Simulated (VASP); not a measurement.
# Co in VASP: further runs

Aim: see how the results for Co move with the level of theory and the settings. Levels: revPBE, PBEsol, PBE. Tasks: single point.

Everything below comes from runs of VASP 6.6.1. Logs are shortened: lines on timing, memory, paths and dates and some standing lists are left out, and cuts for length are marked.

### Step 1. The cell of the first run

Symmetry: P6_3/mmc, No. 194, hexagonal system. Conventional cell: a = 2.472 Å, b = 2.472 Å, c = 4.021 Å, α = 90.00°, β = 90.00°, γ = 120.00°. Co (site symmetry -6m2) has 12 Co at 2.47 Å within 3.3 Å.

### Step 2. Single point, revPBE, collinear spin, ferromagnetic start

INCAR reads:

```
SYSTEM = Co
PREC     = Accurate       ! precision mode
ENCUT    = 690            ! plane-wave cutoff, eV
EDIFF    = 1E-6           ! SCF threshold, eV
ISMEAR   = -1             ! smearing method
SIGMA    = 0.05           ! smearing width, eV
LREAL    = .FALSE.        ! projectors in reciprocal space
LASPH    = .TRUE.         ! aspherical terms in the spheres
NELM     = 200            ! most SCF steps
ALGO     = Normal         ! electronic algorithm
ISIF     = 2              ! what is computed and relaxed
LWAVE    = .FALSE.        ! write WAVECAR
LCHARG   = .FALSE.        ! write CHGCAR
ISPIN    = 2              ! spin polarisation
MAGMOM   = 2 2            ! initial moments
LORBIT   = 11             ! projections on sites
LMAXMIX  = 4              ! l up to which the mixer works
GGA      = RE             ! functional
NBANDS   = 28             ! bands
GGA_COMPAT= .FALSE.
```

KPOINTS reads:

```
Automatic mesh
0
G
  12 12 7
  0 0 0
```

POSCAR reads:

```
Co
1.0
    2.4719999032      0.0000000000      0.0000000000
   -1.2359999516      2.1408147143      0.0000000000
    0.0000000000      0.0000000000      4.0211440800
Co
2
Direct
    0.6666666667      0.3333333333      0.7500000000
    0.3333333333      0.6666666667      0.2500000000
```

Potentials or basis: VASP PAW PBE potentials, release 64 (Co_sv).

On the command line:

```console
$ cat potpaw_PBE.64/Co_sv/POTCAR > POTCAR
$ mpirun -np 1 vasp_std > vasp.out
```

OUTCAR:

```text
SYSTEM = Co
   PREC = Accurate
   ENCUT = 690
   EDIFF = 1E-6
   ISMEAR = -1
   LREAL = .FALSE.
   LASPH = .TRUE.
   NELM = 200
   ISIF = 2
   ISPIN = 2
   LORBIT = 11
   GGA = RE

 ion  position               nearest neighbor table
   1  0.667  0.333  0.750-   2 2.47   2 2.47   2 2.47   2 2.47   2 2.47   2 2.47
   2  0.333  0.667  0.250-   1 2.47   1 2.47   1 2.47   1 2.47   1 2.47   1 2.47

  LATTYP: Found a hexagonal cell.
 ALAT       =     2.4719999032
 C/A-ratio  =     1.6266764715

  Lattice vectors:

 A1 = (   2.4719999032,   0.0000000000,   0.0000000000)
 A2 = (  -1.2359999516,   2.1408147143,   0.0000000000)
 A3 = (   0.0000000000,   0.0000000000,   4.0211440800)

Analysis of symmetry for initial positions (statically):
=====================================================================
 Subroutine PRICEL returns:
 Original cell was already a primitive cell.

 Routine SETGRP: Setting up the symmetry group for a
 hexagonal supercell.

 Subroutine GETGRP returns: Found 24 space group operations
 (whereof 12 operations were pure point group operations)
 out of a pool of 24 trial point group operations.

The static configuration has the point symmetry D_3d.
 The point group associated with its full space group is D_6h.

Analysis of symmetry for dynamics (positions and initial velocities):
=====================================================================
 Subroutine PRICEL returns:
 Original cell was already a primitive cell.

 Routine SETGRP: Setting up the symmetry group for a
 hexagonal supercell.

 Subroutine GETGRP returns: Found 24 space group operations
 (whereof 12 operations were pure point group operations)
 out of a pool of 24 trial point group operations.

The dynamic configuration has the point symmetry D_3d.
 The point group associated with its full space group is D_6h.

Analysis of structural, dynamic, and magnetic symmetry:
=====================================================================
 Subroutine PRICEL returns:
 Original cell was already a primitive cell.

 Routine SETGRP: Setting up the symmetry group for a
 hexagonal supercell.

 Subroutine GETGRP returns: Found 24 space group operations
 (whereof 12 operations were pure point group operations)
 out of a pool of 24 trial point group operations.

The overall configuration has the point symmetry D_3d.
 The point group associated with its full space group is D_6h.

 Subroutine INISYM returns: Found 24 space group operations
 (whereof 12 operations are pure point group operations),
 and found     1 'primitive' translations

[... 111 lines left out ...]
   IALGO  =     38    algorithm
   IMIX   =      4    mixing-type and parameters
     AMIX     =   0.40;   BMIX     =  1.00
     AMIX_MAG =   1.60;   BMIX_MAG =  1.00
  volume/ion in A,a.u.               =      10.64        71.80
  Fermi-wavevector in a.u.,A,eV,Ry     =   1.913854  3.616659 49.835912  3.662836
  Thomas-Fermi vector in A             =   2.949907
   LORBIT       =     11    0 simple, 1 ext, 2 COOP (PROOUT), +10 PAW based schemes
   GGA     = RE    functional components
   LHFCALC =     F    Hartree Fock is set to
   AEXX    =    0.0000 exact exchange contribution
   IVDW    =     0    specifies the selected vdW correction
   LEPSILON=     F    determine dielectric tensor
   LRPA    =     F    only Hartree local field effects (RPA)
 spin polarized calculation
  energy-cutoff  :      690.00
  volume of cell :       21.28
 maximum number of plane-waves:       890
 NGX is ok and might be reduce to    24
   NGX = 11   NGY = 11   NGZ = 17

 number of electron      34.0000034 magnetization       3.2320168

 Free energy of the ion-electron system (eV)
  ---------------------------------------------------
  ext. energy  EPLUGINS =         0.00000000
  ---------------------------------------------------
  free energy    TOTEN  =       -13.41007794 eV

  energy without entropy =      -13.39454762  energy(sigma->0) =      -13.40231278

 E-fermi :  12.4371     XC(G=0): -13.9225

 val. band max:       12.4215060602   @ k =   0.2500   0.1667   0.4286
 cond. band min:      12.4386813350   @ k =   0.0000   0.0000   0.1429
 fundamental gap:      0.0171752748
 Fermi energy:        12.4370605864

 spin component 1

 k-point     1 :       0.0000    0.0000    0.0000
  band No.  band energies     occupation
      1     -83.7932      1.00000
      2     -83.7335      1.00000
      3     -47.1415      1.00000
      4     -46.8392      1.00000
      5     -46.8392      1.00000
      6     -46.7972      1.00000
[... 733 lines left out ...]
     27      35.7704      0.00000
     28      37.3434      0.00000

 [... further k-points ...]

 spin component 2

 k-point     1 :       0.0000    0.0000    0.0000
  band No.  band energies     occupation
      1     -81.7109      1.00000
      2     -81.6467      1.00000
      3     -45.1202      1.00000
      4     -44.7971      1.00000
      5     -44.7971      1.00000
      6     -44.7446      1.00000
[... 733 lines left out ...]
     27      36.1148      0.00000
     28      37.6734      0.00000

 [... further k-points ...]
[... 5 lines left out ...]
  --------------------------------------------------------------------------------------
  -------------------------------------------------------------------------------------
  Total        1.0881117      1.0881117      0.7250317     -0.0000000     -0.0000000      0.0000000
  in kB       81.9231950     81.9231949     54.5871457     -0.0000000     -0.0000000      0.0000000
  external PRESSURE =      72.8111785 kB  Pullay stress =       0.0000000 kB

 VOLUME and BASIS-vectors are now :
 -----------------------------------------------------------------------------
  energy-cutoff  :      690.00
  volume of cell :       21.28
      direct lattice vectors                 reciprocal lattice vectors
     2.471999903  0.000000000  0.000000000     0.404530760  0.233555943  0.000000000
    -1.235999952  2.140814714  0.000000000     0.000000000  0.467111887  0.000000000
     0.000000000  0.000000000  4.021144080     0.000000000  0.000000000  0.248685444

 POSITION                                       TOTAL-FORCE (eV/Angst)
 -----------------------------------------------------------------------------------
      1.23600      0.71360      3.01586        -0.000000     -0.000000      0.000000
     -0.00000      1.42721      1.00529         0.000000      0.000000      0.000000
 -----------------------------------------------------------------------------------
    total drift:                               -0.000000      0.000000     -0.000000

  FREE ENERGIE OF THE ION-ELECTRON SYSTEM (eV)
  ---------------------------------------------------
  free  energy   TOTEN  =       -13.4100779412 eV

  energy  without entropy=      -13.3945476155  energy(sigma->0) =      -13.40231278

 total charge

# of ion       s       p       d       tot
------------------------------------------
    1        2.249   6.128   6.694  15.070
    2        2.249   6.128   6.694  15.070
--------------------------------------------------
tot          4.497  12.255  13.388  30.141

 magnetization (x)

# of ion       s       p       d       tot
------------------------------------------
    1       -0.005  -0.015   1.711   1.691
    2       -0.005  -0.015   1.711   1.691
--------------------------------------------------
tot         -0.009  -0.031   3.423   3.383
```

OSZICAR:

```text
N       E                     dE             d eps       ncg     rms          rms(c)
DAV:   1     0.660842509626E+03    0.66084E+03   -0.22730E+04 11256   0.442E+03
DAV:   2     0.360147176965E+02   -0.62483E+03   -0.59673E+03 12808   0.982E+02
DAV:   3    -0.147845817853E+02   -0.50799E+02   -0.49613E+02 12832   0.278E+02
DAV:   4    -0.155294313142E+02   -0.74485E+00   -0.74421E+00 12240   0.311E+01
DAV:   5    -0.155668578420E+02   -0.37427E-01   -0.37426E-01 11672   0.731E+00    0.169E+01
DAV:   6    -0.139919057285E+02    0.15750E+01   -0.10576E+01 10568   0.940E+01    0.150E+01
DAV:   7    -0.134236752892E+02    0.56823E+00   -0.18958E+00 10628   0.389E+01    0.518E+00
DAV:   8    -0.134179198122E+02    0.57555E-02   -0.51245E-02 13168   0.378E+00    0.207E+00
DAV:   9    -0.134100831519E+02    0.78367E-02   -0.51715E-03 12720   0.174E+00    0.612E-01
DAV:  10    -0.134099747664E+02    0.10839E-03   -0.14099E-03 12136   0.982E-01    0.116E-01
DAV:  11    -0.134100693869E+02   -0.94620E-04   -0.11548E-04 15108   0.203E-01    0.379E-02
DAV:  12    -0.134100784624E+02   -0.90755E-05   -0.12914E-05  9492   0.525E-02    0.216E-02
DAV:  13    -0.134100779412E+02    0.52117E-06   -0.18363E-06  8856   0.156E-02
   1 F= -.13410078E+02 E0= -.13402313E+02  d E =-.155303E-01  mag=     3.2320
```

Run time: 3.2 min. Hardware: 1 thread of AMD EPYC 7R43 (Zen 3), shared host; peak memory 0.18 GiB.

Results:

```
Free energy                                           : -13.4101 eV
Pressure                                              : 7.3 GPa
Net moment                                            : 3.23 μB per cell
Site moments                                          : Co +1.69 μB
Valence electrons inside the program's atomic spheres : Co 15.07
```

Caveat: the cell stands under pressure; the PAW data sets were made with another functional, which shifts forces and pressure a little.

### Step 3. Single point, PBEsol, collinear spin, ferromagnetic start

INCAR reads:

```
SYSTEM = Co
PREC = Accurate ; ENCUT = 690
EDIFF = 1E-6 ; ISMEAR = -1
SIGMA = 0.05 ; LREAL = .False.
LASPH = .True. ; NELM = 200
ALGO = Normal ; ISIF = 2
LWAVE = .False. ; LCHARG = .False.
ISPIN = 2 ; MAGMOM = 3 3
LORBIT = 11 ; NUPDOWN = 6.0
LMAXMIX = 4 ; GGA = PS
NBANDS = 28 ; GGA_COMPAT = .False.
```

KPOINTS reads:

```
regular mesh
0
Gamma
  10 10 6
  0 0 0
```

POSCAR is that of step 2.

Potentials or basis: VASP PAW PBE potentials, release 64 (Co_sv).

On the command line:

```console
$ cat potpaw_PBE.64/Co_sv/POTCAR > POTCAR
$ mpirun -np 1 vasp_std > vasp.out
```

It took 2.3 min on 1 thread of Intel Xeon Platinum 8259CL at 2.50GHz (Skylake/Cascade Lake), shared host; peak memory 0.21 GiB.

Results (log left out):

| Property | Result |
| --- | --- |
| Free energy | -11.8042 eV |
| Pressure | 39.9 GPa |
| Net moment | 6.00 μB per cell |
| Site moments | Co +2.68 μB |
| Valence electrons inside the program's atomic spheres | Co 14.96 |

Stress tensor (GPa, compression positive):
```
38.60  0.00  0.00
 0.00 38.60  0.00
 0.00  0.00 42.51
```

Caveat: the cell stands under pressure; the PAW data sets were made with another functional, which shifts forces and pressure a little; the total moment is fixed, so each spin has its own Fermi level and the state may be an excited one.

### Step 4. Single point, PBE, collinear spin, ferromagnetic start

INCAR reads:

```
  PREC = Accurate
  ENCUT = 690
  EDIFF = 1E-6
  ISMEAR = 0
  SIGMA = 0.05
  LREAL = F
  LASPH = T
  NELM = 200
  ALGO = Normal
  ISIF = 2
  LWAVE = F
  LCHARG = T
  ISPIN = 2
  MAGMOM = 2 2
  LORBIT = 11
  LMAXMIX = 4
  GGA = PE
  LELF = T
  LVHAR = T
  NBANDS = 28
  GGA_COMPAT = F
```

KPOINTS reads:

```
regular mesh
0
Gamma
  9 9 5
```

POSCAR reads:

```
Co
1.0
    2.4719999032      0.0000000000      0.0000000000
   -1.2359999516      2.1408147143      0.0000000000
    0.0000000000      0.0000000000      4.0211440800
Co
2
Direct
    0.6648460000      0.3127030000      0.7427330000
    0.3433360000      0.6528870000      0.2401120000
```

On the command line:

```console
$ cat potpaw_PBE.64/Co_sv/POTCAR > POTCAR
$ mpirun -np 1 vasp_std > vasp.out
```

It took 2.7 min on 1 thread of Intel Xeon Platinum 8488C (Sapphire Rapids), shared host; peak memory 0.35 GiB.

The run converged. Its results:

| Quantity | Value |
| --- | --- |
| Free energy | -14.2375 eV |
| Pressure | 2.1 GPa |
| Largest force | 0.079 eV/Å |
| Net moment | 3.06 μB per cell |
| Site moments | Co +1.61 μB |
| Valence electrons inside the program's atomic spheres | Co 15.07 |

Forces in eV/Å, atoms in the order of the input:
```
Co   0.031  0.022 -0.070
Co  -0.031 -0.022  0.070
```

Stress tensor (GPa, compression positive):
```
 2.16 -0.54 -0.03
-0.54  2.93 -0.02
-0.03 -0.02  1.34
```

Levels at points of the mesh, in eV from the Fermi level:
Spin up:
| k point | band 14 | band 15 | band 16 | band 17 | band 18 | band 19 | band 20 | band 21 | band 22 | band 23 |
| --- | --- | --- | --- | --- | --- | --- | --- | --- | --- | --- |
| (0.00, 0.00, 0.00) | -2.31 | -2.28 | -1.95 | -1.90 | -0.85 | -0.75 | -0.26 | 6.40 | 22.04 | 24.76 |
Spin down:
| k point | band 12 | band 13 | band 14 | band 15 | band 16 | band 17 | band 18 | band 19 |
| --- | --- | --- | --- | --- | --- | --- | --- | --- |
| (0.00, 0.00, 0.00) | -1.07 | -1.04 | -0.69 | -0.67 | -0.35 | -0.25 | -0.14 | 1.01 |

### Step 5. Single point, PBE, collinear spin, ferromagnetic start

This run uses another cell than the first one, of 11.51 Å³/atom.

INCAR reads:

```
  ALGO = Normal
  EDIFF = 1E-6
  ENCUT = 690
  GGA = PE
  GGA_COMPAT = F
  ISIF = 2
  ISMEAR = -1
  ISPIN = 2
  LASPH = T
  LCHARG = T
  LELF = T
  LMAXMIX = 4
  LORBIT = 11
  LREAL = F
  LVHAR = T
  LWAVE = F
  MAGMOM = 2 2
  NBANDS = 28
  NELM = 200
  PREC = Accurate
  SIGMA = 0.05
```

KPOINTS reads:

```
k-points
0
Gamma
  10 10 6
```

POSCAR reads:

```
Co
1.0
    2.5708798993      0.0000000000      0.0000000000
   -1.2854399497      2.2264473029      0.0000000000
    0.0000000000      0.0000000000      4.0211440800
Co
2
Direct
    0.6666666667      0.3333333333      0.7500000000
    0.3333333333      0.6666666667      0.2500000000
```

On the command line:

```console
$ cat potpaw_PBE.64/Co_sv/POTCAR > POTCAR
$ mpirun -np 1 vasp_std > vasp.out
```

It took 38 s on 1 thread of Intel Xeon 6975P-C (Granite Rapids), shared host; peak memory 0.21 GiB.

Results (log left out):

```
Free energy                                           : -14.2010 eV
Pressure                                              : -11.5 GPa
Net moment                                            : 3.33 μB per cell
Site moments                                          : Co +1.74 μB
Valence electrons inside the program's atomic spheres : Co 15.02
```

Stress tensor (GPa, compression positive):
```
-13.97   0.00   0.00
  0.00 -13.97   0.00
  0.00   0.00  -6.71
```

Levels at points of the mesh, in eV from the Fermi level:
Spin up:
```
           k point  band 15  band 16  band 17  band 18  band 19  band 20  band 21  band 22  band 23  band 24
(0.00, 0.00, 0.00)    -2.22    -2.00    -2.00    -0.87    -0.87     0.26     6.30    20.94    22.61    22.61
(0.50, 0.00, 0.00)    -2.06    -0.88    -0.71    -0.62     1.04     2.86     9.40     9.99    12.37    13.37
(0.00, 0.00, 0.50)    -2.64    -2.64    -1.16    -1.16    -1.16    -1.16    15.14    15.14    21.65    21.65
(0.50, 0.00, 0.50)    -1.12    -1.12    -0.77    -0.77     1.43     1.43     6.63     6.63    17.13    17.13
```
Spin down:
```
           k point  band 12  band 13  band 14  band 15  band 16  band 17  band 18  band 19
(0.00, 0.00, 0.00)    -0.82    -0.64    -0.44    -0.44    -0.22    -0.22     0.16     1.05
(0.50, 0.00, 0.00)    -1.90    -1.10    -0.82    -0.38     1.09     1.28     1.34     2.38
(0.00, 0.00, 0.50)    -1.23    -0.93    -0.93    -0.93    -0.93     0.74     0.74     0.74
(0.50, 0.00, 0.50)    -2.07    -0.06    -0.06     0.23     0.23     1.21     1.21     2.08
```

Caveat: the stress differs along the axes, from -14 to -7 GPa.

### Step 6. The runs side by side

| level | fixed moment (μB) | cell | k mesh | smearing | gap on the mesh (eV) | pressure (GPa) | moment (μB) |
| --- | --- | --- | --- | --- | --- | --- | --- |
| revPBE | - | a = 2.472, b = 2.472, c = 4.021 Å, angles 90.0, 90.0, 120.0°, 2 atoms, atomic positions A | 12 × 12 × 7 | fermi-dirac 0.05 eV | none | 7.3 | 3.23 |
| PBEsol | 6.0 | a = 2.472, b = 2.472, c = 4.021 Å, angles 90.0, 90.0, 120.0°, 2 atoms, atomic positions A | 10 × 10 × 6 | fermi-dirac 0.05 eV | - | 39.9 | 6.00 |
| PBE | - | a = 2.472, b = 2.472, c = 4.021 Å, angles 90.0, 90.0, 120.0°, 2 atoms, atomic positions B | 9 × 9 × 5 | gaussian 0.05 eV | none | 2.1 | 3.06 |
| PBE | - | a = 2.571, b = 2.571, c = 4.021 Å, angles 90.0, 90.0, 120.0°, 2 atoms, atomic positions A | 10 × 10 × 6 | fermi-dirac 0.05 eV | none | -11.5 | 3.33 |

Alike in all rows: task single point; potentials or basis VASP PAW PBE potentials, release 64 (Co_sv); spin collinear, ferromagnetic start; cutoff (eV) 690.

The pressure there spans 2.1 GPa (PBE) to 39.9 GPa (PBEsol); a positive pressure means that this level wants a larger cell, a negative one a smaller.

Caveats: the cell stands under pressure (at least some runs); the PAW data sets were made with another functional, which shifts forces and pressure a little (at least some runs); the total moment is fixed, so each spin has its own Fermi level and the state may be an excited one (at least some runs); the stress differs along the axes, from -14 to -7 GPa (at least some runs).

Total energies depend on the potentials used, so only differences within one code and one set of settings carry meaning.
